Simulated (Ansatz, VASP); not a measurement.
# Sb in VASP and in Ansatz

```xyz
1
Lattice="0.0000 2.4256 2.4256 2.4256 0.0000 2.4256 2.4256 2.4256 0.0000" Properties=species:S:1:pos:R:3 pbc="T T T"
Sb    0.0000    0.0000    0.0000
```

Alike in both runs: task single point; functional PBE; k mesh 19 × 19 × 19; occupations fermi-dirac, width 0.1 eV; no spin polarisation.

|  | VASP | Ansatz |
| --- | --- | --- |
| version | VASP 6.6.1 | Ansatz 0.2.0 |
| potentials or method | VASP PAW PBE potentials, release 64 (Sb), cutoff 520 eV | plane waves (420 eV) with PAW, scalar-relativistic |
| valence electrons in the cell | 5 | 15 |

VASP gave:

```
pressure (GPa) : -2.1
```

Question: Which values does Ansatz return?

Answer: Pressure (GPa): -2.0.

The functional is the same, so the differences come from potentials, cutoffs and numerics. VASP's potentials hold 5 valence electrons a cell and Ansatz's 15, so a difference there can come from the potentials and not from the codes.

Spin-orbit coupling is off throughout.
